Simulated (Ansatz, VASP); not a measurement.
# One calculation of GaBiSe3, two programs

INCAR

```
PREC = Accurate
ENCUT = 600
EDIFF = 1E-6
ISMEAR = 0
SIGMA = 0.1
LREAL = False
LASPH = True
NELM = 60
ALGO = Normal
ISIF = 3
LWAVE = False
LCHARG = False
GGA = PE
IBRION = 2
NSW = 90
EDIFFG = -0.04
```

The input KPOINTS:

```
Automatic mesh
0
Gamma
  4 4 4
```

File POSCAR:

```
GaBiSe3
1.0
   -3.4000609400      3.4000609400      4.8084123000
    3.4000609400     -3.4000609400      4.8084123000
    3.4000609400      3.4000609400     -4.8084123000
Ga Bi Se
2 2 6
Direct
    0.5000000000      0.5000000000      0.0000000000
    0.0000000000      0.0000000000      0.0000000000
    0.7500000000      0.2500000000      0.5000000000
    0.2500000000      0.7500000000      0.5000000000
    0.2902837800      0.7902837800      0.0805675600
    0.7902837800      0.7097162200      0.5000000000
    0.7500000000      0.7500000000      0.0000000000
    0.7097162200      0.2097162200      0.9194324400
    0.2097162200      0.2902837800      0.5000000000
    0.2500000000      0.2500000000      0.0000000000
```

Input for Ansatz:

```yaml
crystal:
  lattice:
    - [-3.40006094, 3.40006094, 4.8084123]
    - [3.40006094, -3.40006094, 4.8084123]
    - [3.40006094, 3.40006094, -4.8084123]
  atoms:
    - { symbol: Ga, position: [0.5, 0.5, 0.0] }
    - { symbol: Ga, position: [0.0, 0.0, 0.0] }
    - { symbol: Bi, position: [0.75, 0.25, 0.5] }
    - { symbol: Bi, position: [0.25, 0.75, 0.5] }
    - { symbol: Se, position: [0.29028378, 0.79028378, 0.08056756] }
    - { symbol: Se, position: [0.79028378, 0.70971622, 0.5] }
    - { symbol: Se, position: [0.75, 0.75, 0.0] }
    - { symbol: Se, position: [0.70971622, 0.20971622, 0.91943244] }
    - { symbol: Se, position: [0.20971622, 0.29028378, 0.5] }
    - { symbol: Se, position: [0.25, 0.25, 0.0] }
basis:
  ecutwfc: 420
kpoints:
  mp_grid: { grid: [4, 4, 4] }
hamiltonian:
  xc: pbe
scf:
  occupations: { method: gaussian, width: 0.1 }
  lower_state_search: "off"
output:
  forces: true
  stress: true
  eigenvalues: true
relax:
  adjacent_minimum: "off"
  f_tol: 0.04
  max_steps: 70
  cell: { stress_tol: 0.4 }
```

Alike in both runs: task relaxation of cell and atoms; functional PBE; k mesh 4 × 4 × 4; occupations gaussian, width 0.1 eV; no spin polarisation.

|  | VASP | Ansatz |
| --- | --- | --- |
| version | VASP 6.6.1 | Ansatz 0.2.0 |
| potentials or method | VASP PAW PBE potentials, release 64 (Ga_d, Bi_d, Se), cutoff 600 eV | scalar-relativistic, plane waves, PAW |
| valence electrons in the cell | 92 | 152 |

Ansatz gave:

- gap on the k mesh at the Fermi level, each at its own relaxed structure (eV): none
- relaxed volume (Å³/atom): 24.77
- relaxed cell length with the largest relative difference (Å): 7.170

Problem. What did VASP give for the same quantities?

Solution. gap on the k mesh at the Fermi level, each at its own relaxed structure (eV): none; relaxed volume (Å³/atom): 24.77; relaxed cell length with the largest relative difference (Å): 7.174.

A gap of «none» marks a metal or a gap that the smearing closes. VASP's potentials hold 92 valence electrons a cell and Ansatz's 152, so a difference there can come from the potentials and not from the codes.

Spin-orbit coupling is off throughout.
